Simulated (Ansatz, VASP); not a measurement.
Given: the input of a run of Ansatz 0.2.0 on Nb.

Contents of input.yaml:

```yaml
crystal:
  lattice:
    - [0.0, 2.115, 2.115]
    - [2.115, 0.0, 2.115]
    - [2.115, 2.115, 0.0]
  atoms:
    - { symbol: Nb, position: [0.0, 0.0, 0.0] }
kpoints:
  mp_grid: { grid: [11, 11, 11] }
scf:
  occupations: { method: fermi_dirac, width: 0.05 }
hamiltonian:
  xc: pbe
  pseudopotentials: { kind: all_electron, lapw: { basis_error: 0.0005 } }
output:
  forces: true
  stress: true
  eigenvalues: true
```

Potentials or basis: all-electron LAPW, scalar-relativistic.

The run is started by

```bash
$ ansatz run input.yaml --threads 1 --pin off --max-ram 2560MiB --backend cpu --events-out ev --progress --plain --runs-dir out
```

Problem. Set up the same calculation for VASP 6.6.1. Potentials there: VASP PAW PBE potentials, release 64 (Nb_sv).

Solution. As run (the cutoff follows the program's own potentials):

File INCAR:

```
PREC = Accurate
ENCUT = 520
EDIFF = 1E-7
ISMEAR = -1
SIGMA = 0.05
LREAL = False
LASPH = True
NELM = 60
ALGO = Normal
ISIF = 2
LWAVE = False
LCHARG = False
GGA = PE
NBANDS = 12
```

The input KPOINTS:

```
Automatic mesh
0
Gamma
  11 11 11
```

POSCAR

```
Nb
1.0
    0.0000000000      2.1150000000      2.1150000000
    2.1150000000      0.0000000000      2.1150000000
    2.1150000000      2.1150000000      0.0000000000
Nb
1
Direct
    0.0000000000      0.0000000000      0.0000000000
```

Potentials or basis: VASP PAW PBE potentials, release 64 (Nb_sv).

The run is started by

```bash
$ cat potpaw_PBE.64/Nb_sv/POTCAR > POTCAR
$ mpirun -np 1 vasp_std > vasp.out
```

Both were run:

|  | VASP | Ansatz | Ansatz less VASP |
| --- | --- | --- | --- |
| gap on the k mesh at the Fermi level (eV) | none | none | - |
| pressure (GPa) | -2.1 | -1.8 | +0.30 |

A gap of «none» marks a metal or a gap that the smearing closes. Ansatz ran all-electron here, and VASP with PAW potentials.
